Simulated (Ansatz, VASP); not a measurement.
## Rh: VASP beside Ansatz

Contents of INCAR:

```
SYSTEM = Rh
PREC     = Accurate       ! precision mode
ENCUT    = 600            ! plane-wave cutoff, eV
EDIFF    = 1E-6           ! SCF threshold, eV
ISMEAR   = -1             ! smearing method
SIGMA    = 0.08           ! smearing width, eV
LREAL    = .FALSE.        ! projectors in reciprocal space
LASPH    = .TRUE.         ! aspherical terms in the spheres
NELM     = 150            ! most SCF steps
ALGO     = Normal         ! electronic algorithm
ISIF     = 3              ! what is computed and relaxed
LWAVE    = .FALSE.        ! write WAVECAR
LCHARG   = .FALSE.        ! write CHGCAR
ISPIN    = 2              ! spin polarisation
MAGMOM   = 0 0            ! initial moments
LORBIT   = 11             ! projections on sites
LMAXMIX  = 4              ! l up to which the mixer works
GGA      = PS             ! functional
IBRION   = 2              ! ionic algorithm
NSW      = 60             ! ionic steps
EDIFFG   = -0.05          ! ionic threshold
```

File KPOINTS:

```
Automatic mesh
0
G
  19 19 10
  0 0 0
```

The input POSCAR:

```
Rh
1.0
    2.6801533640      0.0000000000      0.0000000000
   -1.3400766820      2.3210808993      0.0000000000
    0.0000000000      0.0000000000      4.3418484497
Rh
2
Direct
    0.3333333333      0.6666666667      0.2500000000
    0.6666666667      0.3333333333      0.7500000000
```

Input for Ansatz:

```yaml
crystal:
  lattice:
    - [2.680153364, 0.0, 0.0]
    - [-1.340076682, 2.3210808993, 0.0]
    - [0.0, 0.0, 4.3418484497]
  atoms:
    - { symbol: Rh, position: [0.3333333333, 0.6666666667, 0.25] }
    - { symbol: Rh, position: [0.6666666667, 0.3333333333, 0.75] }
kpoints:
  mp_grid: { grid: [19, 19, 10] }
scf:
  occupations: { method: fermi_dirac, width: 0.08 }
hamiltonian:
  xc: pbesol
  pseudopotentials: { kind: paw }
output:
  forces: true
  stress: true
relax:
  f_tol: 0.05
  max_steps: 40
  cell: {}
  max_displacement: 0.5
magnetization:
  spin_polarized: true
```

Alike in both runs: task relaxation of cell and atoms; functional PBEsol; k mesh 19 × 19 × 10; occupations fermi-dirac, width 0.08 eV; collinear spin.

```csv
,VASP,Ansatz
version,VASP 6.6.1,Ansatz 0.2.0
potentials or method,"VASP PAW PBE potentials, release 64 (Rh_pv)","PAW with Ansatz's default frozen-core files, scalar-relativistic"
plane-wave cutoff (eV),600,420
valence electrons in the cell,30,34
```

|  | VASP | Ansatz | Ansatz less VASP |
| --- | --- | --- | --- |
| relaxed volume (Å³/atom) | 13.55 | 13.57 | +0.010 |
| relaxed length of the cell vector where the two differ most in proportion (Å) | 4.334 | 4.337 | +0.0032 |

VASP's potentials were made for PBE, not for PBEsol. VASP's potentials hold 30 valence electrons a cell and Ansatz's 34, so a difference there can come from the potentials and not from the codes. Ansatz's warnings: no starting moments.
